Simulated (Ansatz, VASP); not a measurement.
## Y2GeH2 in VASP and in Ansatz

The input POSCAR:

```
Y2GeH2
1.0
    1.9302410000      3.3432730000      0.0000000000
   -1.9302410000      3.3432730000      0.0000000000
    0.0000000000      0.0000000000      6.3334250000
H Y Ge
2 2 1
Direct
    0.3333000000      0.3334000000      0.6070000000
    0.6667000000      0.6666000000      0.3930000000
    0.3333000000      0.3334000000      0.2265000000
    0.6667000000      0.6666000000      0.7735000000
    0.0000000000      0.0000000000      0.0000000000
```

Contents of INCAR.step1:

```
SYSTEM = Y2GeH2
ALGO     = Normal         ! electronic algorithm
EDIFF    = 1E-4           ! SCF threshold, eV
ENCUT    = 600            ! plane-wave cutoff, eV
GGA      = PE             ! functional
ISMEAR   = -1             ! smearing method
LASPH    = .TRUE.         ! aspherical terms in the spheres
LCHARG   = .FALSE.        ! write CHGCAR
LREAL    = .FALSE.        ! projectors in reciprocal space
LWAVE    = .TRUE.         ! write WAVECAR
NELM     = 60             ! most SCF steps
PREC     = Accurate       ! precision mode
SIGMA    = 0.1            ! smearing width, eV
```

INCAR.step2

```
SYSTEM = Y2GeH2
ALGO     = Normal         ! electronic algorithm
EDIFF    = 1E-6           ! SCF threshold, eV
EDIFFG   = -0.01          ! ionic threshold
ENCUT    = 600            ! plane-wave cutoff, eV
IBRION   = 2              ! ionic algorithm
ISIF     = 3              ! what is computed and relaxed
ISMEAR   = -1             ! smearing method
ISTART   = 1            
LASPH    = .TRUE.         ! aspherical terms in the spheres
LCHARG   = .FALSE.        ! write CHGCAR
LMIXTAU  = .TRUE.       
LREAL    = .FALSE.        ! projectors in reciprocal space
LWAVE    = .FALSE.        ! write WAVECAR
METAGGA  = R2SCAN         ! meta-GGA
NELM     = 60             ! most SCF steps
NSW      = 60             ! ionic steps
PREC     = Accurate       ! precision mode
SIGMA    = 0.1            ! smearing width, eV
```

Contents of KPOINTS:

```
k-points
0
G
  5 5 3
  0 0 0
```

Input for Ansatz:

```yaml
crystal:
  lattice:
    - [1.930241, 3.343273, 0.0]
    - [-1.930241, 3.343273, 0.0]
    - [0.0, 0.0, 6.333425]
  atoms:
    - { symbol: H, position: [0.3333, 0.3334, 0.607] }
    - { symbol: H, position: [0.6667, 0.6666, 0.393] }
    - { symbol: "Y", position: [0.3333, 0.3334, 0.2265] }
    - { symbol: "Y", position: [0.6667, 0.6666, 0.7735] }
    - { symbol: Ge, position: [0.0, 0.0, 0.0] }
  symmetry: { tolerance: 0.0003 }
kpoints:
  mp_grid: { grid: [5, 5, 3], shift: [0, 0, 0] }
magnetization:
  spin_polarized: false
scf:
  occupations: { method: fermi_dirac }
hamiltonian:
  pseudopotentials: { kind: paw }
  xc: r2scan
basis:
  ecutwfc: 500
output:
  forces: true
  stress: true
  eigenvalues: true
relax:
  max_steps: 40
  cell: {}
```

Alike in both runs: task relaxation of cell and atoms; functional r2SCAN; k mesh 5 × 5 × 3; no spin polarisation.

|  | VASP | Ansatz |
| --- | --- | --- |
| version | VASP 6.6.1 | Ansatz 0.2.0 |
| potentials or method | VASP PAW PBE potentials, release 64 (H, Y_sv, Ge_d), cutoff 600 eV | PAW plane waves |
| occupations | fermi-dirac, width 0.1 eV | fermi-dirac |
| valence electrons in the cell | 38 | 38 |

Ansatz gave:

- gap on the k mesh at the Fermi level, each at its own relaxed structure (eV): none
- relaxed volume (Å³/atom): 17.74
- relaxed cell length with the largest relative difference (Å): 3.979

Question: Which values does VASP return?

Answer: gap on the k mesh at the Fermi level, each at its own relaxed structure (eV): none; relaxed volume (Å³/atom): 17.71; relaxed cell length with the largest relative difference (Å): 3.977.

VASP's potentials were made for PBE, not for r2SCAN. A gap of «none» marks a metal or a gap that the smearing closes. Ansatz's warnings: structure snapped to symmetry.

The k mesh is coarse, so the values compare programs but aren't converged.
